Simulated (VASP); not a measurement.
SiNi2, 12 atoms in the cell. Symmetry: Pnma, No. 62, orthorhombic system. Conventional cell: a = 5.112 Å, b = 3.751 Å, c = 7.121 Å, α = 90.00°, β = 90.00°, γ = 90.00°. Si (site symmetry m) has 10 Ni at 2.32 to 2.84 Å and 2 Si at 3.19 Å within 3.2 Å. Within 3.1 Å of Ni (site symmetry m) lie 5 Si at 2.37 to 2.60 Å and 8 Ni at 2.60 to 2.74 Å. Ni (site symmetry m) has 5 Si at 2.32 to 2.84 Å and 8 Ni at 2.60 to 2.74 Å within 3.1 Å. 

* Program: VASP 6.6.1
* Task: single point
* Functional: PBE
* Potentials or basis: VASP PAW PBE potentials, release 64 (Si, Ni)
* Cutoff: 520 eV
* k mesh: 8 × 10 × 6
* Occupations: gaussian, width 0.1 eV
* Spin: no spin polarisation
* Dipole correction: no
* Further INCAR settings: ALGO = Normal; EDIFF = 1e-06; NBANDS = 60

Potentials or basis: VASP PAW PBE potentials, release 64 (Si, Ni).

Command:

```console
$ cat potpaw_PBE.64/Si/POTCAR potpaw_PBE.64/Ni/POTCAR > POTCAR
$ mpirun -np 1 vasp_std > vasp.out
```

Hardware: 1 thread of Oxide Virtual Turin-like Processor, with other jobs on the host.

Problem. Estimate the wall time of this run.

Solution. It took 26 min on 1 thread of Oxide Virtual Turin-like Processor, with other jobs on the host, peak memory 0.7 GiB. Counts: scf iterations 18, k points 120.
